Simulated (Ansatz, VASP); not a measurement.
Sb in VASP and in Ansatz

File INCAR:

```
PREC = Accurate ; ENCUT = 520
EDIFF = 1E-6 ; ISMEAR = -1
SIGMA = 0.05 ; LREAL = F
LASPH = T ; NELM = 100
ALGO = Normal ; ISIF = 2
LWAVE = F ; LCHARG = F
GGA = PE ; NBANDS = 12
```

File KPOINTS:

```
Automatic mesh
0
Gamma
  9 9 9
```

POSCAR

```
Sb
1.0
    2.1325272058      1.2312151563      3.7125363276
   -2.1325272058      1.2312151563      3.7125363276
    0.0000000000     -2.4624303126      3.7125363276
Sb
2
Direct
    0.2336400000      0.2336400000      0.2336400000
    0.7663600000      0.7663600000      0.7663600000
```

Input for Ansatz:

```yaml
crystal:
  lattice:
    - [2.1325272058, 1.2312151563, 3.7125363276]
    - [-2.1325272058, 1.2312151563, 3.7125363276]
    - [0.0, -2.4624303126, 3.7125363276]
  atoms:
    - { symbol: Sb, position: [0.23364, 0.23364, 0.23364] }
    - { symbol: Sb, position: [0.76636, 0.76636, 0.76636] }
kpoints:
  mp_grid: { grid: [9, 9, 9] }
scf:
  occupations: { method: fermi_dirac, width: 0.05 }
hamiltonian:
  xc: pbe
  pseudopotentials: { kind: all_electron, lapw: { basis_error: 0.0005 } }
output:
  forces: true
  stress: true
  eigenvalues: true
```

Change from the starting cell: volume scaled by 0.975.

Alike in both runs: task single point; functional PBE; k mesh 9 × 9 × 9; occupations fermi-dirac, width 0.05 eV; no spin polarisation.

|  | VASP | Ansatz |
| --- | --- | --- |
| version | VASP 6.6.1 | Ansatz 0.2.0 |
| potentials or method | VASP PAW PBE potentials, release 64 (Sb), cutoff 520 eV | all-electron LAPW, scalar-relativistic |

|  | VASP | Ansatz | Ansatz less VASP |
| --- | --- | --- | --- |
| pressure (GPa) | 4.9 | 4.8 | -0.10 |
| traceless stress, the component that is largest in VASP (GPa) | -0.57 | -0.52 | +0.045 |
| rms of the force components (eV/Å) | 0.225 | 0.196 | -0.0293 |

Atom by atom the forces differ by 0.029 eV/Å (rms over components). Ansatz ran all-electron here, and VASP with PAW potentials.

Neither program's run includes spin-orbit coupling.
